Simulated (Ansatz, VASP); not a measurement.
# One calculation of Te, two programs

```
Te
1.0
     5.31221    0.00000    0.00000
    -2.65610    4.60051    0.00000
     0.00000    0.00000    5.90384
Te
3
Cartesian
  1.1712 0.0000 1.9679
  4.7266 1.0143 3.9359
  2.0705 3.5862 0.0000
```

Alike in both runs: task single point; functional BLYP; k mesh 7 × 7 × 5; occupations fermi-dirac, width 0.05 eV; no spin polarisation.

```csv
,VASP,Ansatz
version,VASP 6.6.1,Ansatz 0.2.0
potentials or method,"VASP PAW PBE potentials, release 64 (Te), cutoff 520 eV","plane waves (420 eV) with PAW, scalar-relativistic"
valence electrons in the cell,18,48
```

```tsv
	VASP	Ansatz	Ansatz less VASP
pressure (GPa)	0.2	0.0	-0.14
traceless stress, the component that is largest in VASP (GPa)	0.06	0.02	-0.043
```

VASP's potentials were made for PBE, not for BLYP. VASP's potentials hold 18 valence electrons a cell and Ansatz's 48, so a difference there can come from the potentials and not from the codes.

Spin-orbit coupling is off throughout.
